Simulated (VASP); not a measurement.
Here is a VASP 6.6.1 calculation.

Contents of INCAR:

```
SYSTEM = As
PREC     = Accurate       ! precision mode
ENCUT    = 520            ! plane-wave cutoff, eV
EDIFF    = 1E-6           ! SCF threshold, eV
ISMEAR   = -1             ! smearing method
SIGMA    = 0.1            ! smearing width, eV
LREAL    = .FALSE.        ! projectors in reciprocal space
LASPH    = .TRUE.         ! aspherical terms in the spheres
NELM     = 100            ! most SCF steps
ALGO     = Normal         ! electronic algorithm
ISIF     = 2              ! what is computed and relaxed
LWAVE    = .FALSE.        ! write WAVECAR
LCHARG   = .FALSE.        ! write CHGCAR
GGA      = PS             ! functional
NBANDS   = 18             ! bands
```

The input KPOINTS:

```
Automatic mesh
0
G
  9 9 7
  0 0 0
```

Contents of POSCAR:

```
As
1.0
    1.8645550915     -5.4378302337      0.0000000000
    1.8645550915      5.4378302337      0.0000000000
    0.0000000000      0.0000000000      4.2862211865
As
4
Direct
    0.1119198591      0.8880801409      0.9443940612
    0.6119198591      0.3880801409      0.5556059388
    0.8880801409      0.1119198591      0.0556059388
    0.3880801409      0.6119198591      0.4443940612
```

Potentials or basis: VASP PAW PBE potentials, release 64 (As).

Run with:

```console
$ cat potpaw_PBE.64/As/POTCAR > POTCAR
$ mpirun -np 1 vasp_std > vasp.out
```

Task: Predict the band gap on the k mesh.

Result: Zero (bands 10 and 11 overlap by 0.18 eV).

Task: Predict the pressure.

Result: 0.4 GPa.

Task: Estimate the largest force.

Result: 0.070 eV/Å.

Forces on the atoms (eV/Å):
```
As   0.000 -0.052  0.046
As   0.000 -0.052 -0.046
As   0.000  0.052 -0.046
As   0.000  0.052  0.046
```

Caveat: the PAW data sets were made with another functional, which shifts forces and pressure a little.
